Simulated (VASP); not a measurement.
# Gd (Im-3m) in VASP: notebook, part 2 of 2

VASP 6.6.1.

## Step 3: Single point, PBE, collinear spin, ferromagnetic start (volume scaled by 0.74)

Contents of INCAR:

```
SYSTEM = Gd
  ALGO = Normal
  EDIFF = 1E-6
  ENCUT = 520
  GGA = PE
  ISIF = 2
  ISMEAR = -1
  ISPIN = 2
  LASPH = .TRUE.
  LCHARG = .FALSE.
  LMAXMIX = 6
  LORBIT = 11
  LREAL = .FALSE.
  LWAVE = .FALSE.
  MAGMOM = 7
  NBANDS = 19
  NELM = 150
  PREC = Accurate
  SIGMA = 0.03
```

Contents of KPOINTS:

```
k-points
0
G
  11 11 11
  0 0 0
```

Contents of POSCAR:

```
Gd
1.0
   -1.8316209435      1.8316209435      1.8316209435
    1.8316209435     -1.8316209435      1.8316209435
    1.8316209435      1.8316209435     -1.8316209435
Gd
1
Direct
    0.0000000000      0.0000000000      0.0000000000
```

Potentials or basis: VASP PAW PBE potentials, release 64 (Gd).

Started as:

```sh
cat potpaw_PBE.64/Gd/POTCAR > POTCAR
mpirun -np 1 vasp_std > vasp.out
```

OUTCAR:

```text
SYSTEM = Gd
   EDIFF = 1E-6
   ENCUT = 520
   GGA = PE
   ISIF = 2
   ISMEAR = -1
   ISPIN = 2
   LASPH = .TRUE.
   LORBIT = 11
   LREAL = .FALSE.
   NELM = 150
   PREC = Accurate

 ion  position               nearest neighbor table
   1  0.000  0.000  0.000-

  LATTYP: Found a body centered cubic cell.
 ALAT       =     3.6632418870

  Lattice vectors:

 A1 = (  -1.8316209435,   1.8316209435,   1.8316209435)
 A2 = (   1.8316209435,  -1.8316209435,   1.8316209435)
 A3 = (   1.8316209435,   1.8316209435,  -1.8316209435)

Analysis of symmetry for initial positions (statically):
=====================================================================
 Subroutine PRICEL returns:
 Original cell was already a primitive cell.

 Routine SETGRP: Setting up the symmetry group for a
 body centered cubic supercell.

 Subroutine GETGRP returns: Found 48 space group operations
 (whereof 48 operations were pure point group operations)
 out of a pool of 48 trial point group operations.

The static configuration has the point symmetry O_h .

Analysis of symmetry for dynamics (positions and initial velocities):
=====================================================================
 Subroutine PRICEL returns:
 Original cell was already a primitive cell.

 Routine SETGRP: Setting up the symmetry group for a
 body centered cubic supercell.

 Subroutine GETGRP returns: Found 48 space group operations
 (whereof 48 operations were pure point group operations)
 out of a pool of 48 trial point group operations.

The dynamic configuration has the point symmetry O_h .

Analysis of structural, dynamic, and magnetic symmetry:
=====================================================================
 Subroutine PRICEL returns:
 Original cell was already a primitive cell.

 Routine SETGRP: Setting up the symmetry group for a
 body centered cubic supercell.

 Subroutine GETGRP returns: Found 48 space group operations
 (whereof 48 operations were pure point group operations)
 out of a pool of 48 trial point group operations.

The overall configuration has the point symmetry O_h .

 Subroutine INISYM returns: Found 48 space group operations
 (whereof 48 operations are pure point group operations),
 and found     1 'primitive' translations

[... 123 lines left out ...]
 spin polarized calculation
  energy-cutoff  :      520.00
  volume of cell :       24.58
 maximum number of plane-waves:       682
   NGX = 11   NGY = 11   NGZ = 11

 number of electron      18.0000007 magnetization       7.6140437

 Free energy of the ion-electron system (eV)
  ---------------------------------------------------
  ext. energy  EPLUGINS =         0.00000000
  ---------------------------------------------------
  free energy    TOTEN  =       -11.26439322 eV

  energy without entropy =      -11.26096937  energy(sigma->0) =      -11.26268129

 E-fermi :   4.5164     XC(G=0): -11.3794

 val. band max:        4.4909572302   @ k =  -0.2727   0.3636   0.0909
 cond. band min:       4.5629726588   @ k =  -0.3636   0.3636   0.1818
 fundamental gap:      0.0720154286
 Fermi energy:         4.5163654671

 spin component 1

 k-point     1 :       0.0000    0.0000    0.0000
  band No.  band energies     occupation
      1     -40.4149      1.00000
      2     -16.9641      1.00000
      3     -16.9640      1.00000
      4     -16.9640      1.00000
      5      -0.8192      1.00000
      6      -0.0573      1.00000
[... 517 lines left out ...]
     18      14.8189      0.00000
     19      16.2611      0.00000

 [... further k-points ...]

 spin component 2

 k-point     1 :       0.0000    0.0000    0.0000
  band No.  band energies     occupation
      1     -37.1864      1.00000
      2     -14.4956      1.00000
      3     -14.4956      1.00000
      4     -14.4956      1.00000
      5       0.2555      1.00000
      6       5.1605      0.00000
[... 517 lines left out ...]
     18      16.3757      0.00000
     19      17.4301      0.00000

 [... further k-points ...]
[... 5 lines left out ...]
  --------------------------------------------------------------------------------------
  -------------------------------------------------------------------------------------
  Total        2.4970686      2.4970686      2.4970686     -0.0000000     -0.0000000      0.0000000
  in kB      162.7699600    162.7699600    162.7699600     -0.0000000     -0.0000000      0.0000000
  external PRESSURE =     162.7699600 kB  Pullay stress =       0.0000000 kB

 VOLUME and BASIS-vectors are now :
 -----------------------------------------------------------------------------
  energy-cutoff  :      520.00
  volume of cell :       24.58
      direct lattice vectors                 reciprocal lattice vectors
    -1.831620943  1.831620943  1.831620943     0.000000000  0.272982247  0.272982247
     1.831620943 -1.831620943  1.831620943     0.272982247  0.000000000  0.272982247
     1.831620943  1.831620943 -1.831620943     0.272982247  0.272982247  0.000000000

 POSITION                                       TOTAL-FORCE (eV/Angst)
 -----------------------------------------------------------------------------------
      0.00000      0.00000      0.00000         0.000000      0.000000     -0.000000
 -----------------------------------------------------------------------------------
    total drift:                                0.000000      0.000000      0.000000

  FREE ENERGIE OF THE ION-ELECTRON SYSTEM (eV)
  ---------------------------------------------------
  free  energy   TOTEN  =       -11.2643932183 eV

  energy  without entropy=      -11.2609693670  energy(sigma->0) =      -11.26268129

 total charge

# of ion       s       p       d       f       tot
--------------------------------------------------
    1        2.090   5.539   0.794   6.962  15.385

 magnetization (x)

# of ion       s       p       d       f       tot
--------------------------------------------------
    1        0.007  -0.051   0.285   6.808   7.049
```

It took 38 s on 1 thread of Intel Xeon 6975P-C (Granite Rapids), shared host; peak memory 0.18 GiB.

Results:

* Free energy: -11.2644 eV
* Pressure: 16.3 GPa
* Net moment: 7.61 μB per cell
* Site moments: Gd +7.05 μB
* Valence electrons inside the program's atomic spheres: Gd 15.38

Caveat: spin-orbit coupling is left out, which moves the levels of the heavy elements. The state reached can hang on the start; a lower one may exist.

## Step 4: Single point, PBE, collinear spin, ferromagnetic start (volume scaled by 0.8)

Contents of INCAR:

```
PREC = Accurate ; ENCUT = 520
EDIFF = 1E-7 ; ISMEAR = -1
SIGMA = 0.03 ; LREAL = F
LASPH = T ; NELM = 150
ALGO = Normal ; ISIF = 2
LWAVE = F ; LCHARG = F
ISPIN = 2 ; MAGMOM = 7
LORBIT = 11 ; LMAXMIX = 6
GGA = PE ; NBANDS = 19
```

Contents of KPOINTS:

```
Automatic mesh
0
Gamma
  11 11 11
```

Contents of POSCAR:

```
Gd
1.0
   -1.8798434776      1.8798434776      1.8798434776
    1.8798434776     -1.8798434776      1.8798434776
    1.8798434776      1.8798434776     -1.8798434776
Gd
1
Direct
    0.0000000000      0.0000000000      0.0000000000
```

Started as:

```sh
cat potpaw_PBE.64/Gd/POTCAR > POTCAR
mpirun -np 1 vasp_std > vasp.out
```

It took 34 s on 1 thread of Intel Xeon 6975P-C (Granite Rapids), shared host; peak memory 0.18 GiB.

It converged, with:

```yaml
Free_energy: -11.4291 eV
Pressure: 10.3 GPa
Net_moment: 7.62 μB per cell
Site_moments: Gd +7.04 μB
Valence_electrons_inside_the_program's_atomic_spheres: Gd 15.33
```

Levels at points of the mesh, in eV from the Fermi level:
Spin up:
```
           k point  band 11  band 12  band 13  band 14  band 15  band 16
(0.00, 0.00, 0.00)    -4.45    -4.39     1.43     1.43     1.43     4.23
```
Spin down:
| k point | band 1 | band 2 | band 3 | band 4 | band 5 | band 6 | band 7 | band 8 | band 9 | band 10 |
| --- | --- | --- | --- | --- | --- | --- | --- | --- | --- | --- |
| (0.00, 0.00, 0.00) | -41.78 | -19.28 | -19.28 | -19.28 | -4.31 | 0.57 | 0.57 | 0.57 | 1.04 | 1.04 |

Caveat: spin-orbit coupling is left out, which moves the levels of the heavy elements.

## Step 5: Summary

| cell | gap on the mesh (eV) | pressure (GPa) | moment (μB) |
| --- | --- | --- | --- |
| a = 3.054 Å, angles 109.5°, 1 atom | none | 27.4 | 7.60 |
| a = 3.172 Å, angles 109.5°, 1 atom | none | 16.3 | 7.61 |
| a = 3.256 Å, angles 109.5°, 1 atom | none | 10.3 | 7.62 |

Alike in all rows: task single point; level PBE; potentials or basis VASP PAW PBE potentials, release 64 (Gd); spin collinear, ferromagnetic start; k mesh 11 × 11 × 11; cutoff (eV) 520; smearing fermi-dirac 0.03 eV.

Caveats: spin-orbit coupling is left out, which moves the levels of the heavy elements.

Total energies depend on the potentials used, so only differences within one code and one set of settings carry meaning.
